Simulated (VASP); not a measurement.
A run of VASP 6.6.1 is set up as follows.

The input INCAR:

```
PREC = Accurate
ENCUT = 500
EDIFF = 1E-6
ISMEAR = 1
SIGMA = 0.05
LREAL = F
LASPH = T
NELM = 200
ALGO = Normal
ISIF = 2
LWAVE = F
LCHARG = F
GGA = PE
IVDW = 12
NBANDS = 12
GGA_COMPAT = F
LMAXMIX = 6
```

KPOINTS

```
Automatic mesh
0
Gamma
  6 6 6
```

Contents of POSCAR:

```
La
1.0
    0.0000000000      2.6455000000      2.6455000000
    2.6455000000      0.0000000000      2.6455000000
    2.6455000000      2.6455000000      0.0000000000
La
1
Direct
    0.0000000000      0.0000000000      0.0000000000
```

Potentials or basis: VASP PAW PBE potentials, release 64 (La).

Launch:

```sh
$ cat potpaw_PBE.64/La/POTCAR > POTCAR
$ mpirun -np 1 vasp_std > vasp.out
```

Question: What does it give for the dispersion energy per atom?

Answer: -0.411 eV.

Question: Estimate the pressure.

Answer: -1.6 GPa.

Caveat: three body term missing; pairwise dispersion overbinds metals, which lowers pressure and volume.
